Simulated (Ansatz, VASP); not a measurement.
**One calculation of Hf2Si, two programs**

```
Hf Si
1.0
    -3.25533    3.25533    2.57161
     3.25533   -3.25533    2.57161
     3.25533    3.25533   -2.57161
Hf Si
4 2
Direct
  0.84325 0.65675 0.50000
  0.34325 0.84325 0.18651
  0.15675 0.34325 0.50000
  0.65675 0.15675 0.81349
  0.75000 0.75000 0.00000
  0.25000 0.25000 0.00000
```

Alike in both runs: functional PBEsol; k mesh 10 × 10 × 10; occupations gaussian, width 0.1 eV; no spin polarisation.

Ansatz relaxed the structure, and its values are those at the end. VASP's run is a single point on that final structure, the one shown.

|  | VASP | Ansatz |
| --- | --- | --- |
| version | VASP 6.6.1 | Ansatz 0.2.0 |
| potentials or method | VASP PAW PBE potentials, release 64 (Hf_pv, Si), cutoff 520 eV | scalar-relativistic, plane waves, PAW |
| valence electrons in the cell | 48 | 112 |

```tsv
	VASP	Ansatz	Ansatz less VASP
gap on the k mesh at the Fermi level (eV)	none	none	-
pressure (GPa)	-0.2	0.0	+0.17
rms of the force components (eV/Å)	0.005	0.000	-0.0045
```

VASP's potentials were made for PBE, not for PBEsol. A gap of «none» marks a metal or a gap that the smearing closes. The functional is the same, so the differences come from potentials, cutoffs and numerics. VASP's potentials hold 48 valence electrons a cell and Ansatz's 112, so a difference there can come from the potentials and not from the codes.

Spin-orbit coupling is off throughout.
